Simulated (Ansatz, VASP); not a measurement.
**Two plane-wave programs on Bi**

```xyz
1
Lattice="3.2740 0.0000 0.0000 0.0000 3.2740 0.0000 0.0000 0.0000 3.2740" Properties=species:S:1:pos:R:3 pbc="T T T"
Bi    0.0000    0.0000    0.0000
```

Alike in both runs: functional PBE; k mesh 13 × 13 × 13; occupations fermi-dirac, width 0.05 eV; no spin polarisation.

Ansatz relaxed the structure, and its values are those at the end. VASP's run is a single point on that final structure, the one shown.

```csv
,VASP,Ansatz
version,VASP 6.6.1,Ansatz 0.2.0
potentials or method,"VASP PAW PBE potentials, release 64 (Bi_d)","PAW with Ansatz's default frozen-core files, scalar-relativistic"
plane-wave cutoff (eV),520,420
valence electrons in the cell,15,15
```

Ansatz gave:

| Quantity | Value |
| --- | --- |
| pressure (GPa) | 0.0 |

**Question.** Estimate VASP's values.

**Answer.** Pressure (GPa): -0.1.

Spin-orbit coupling is off throughout.
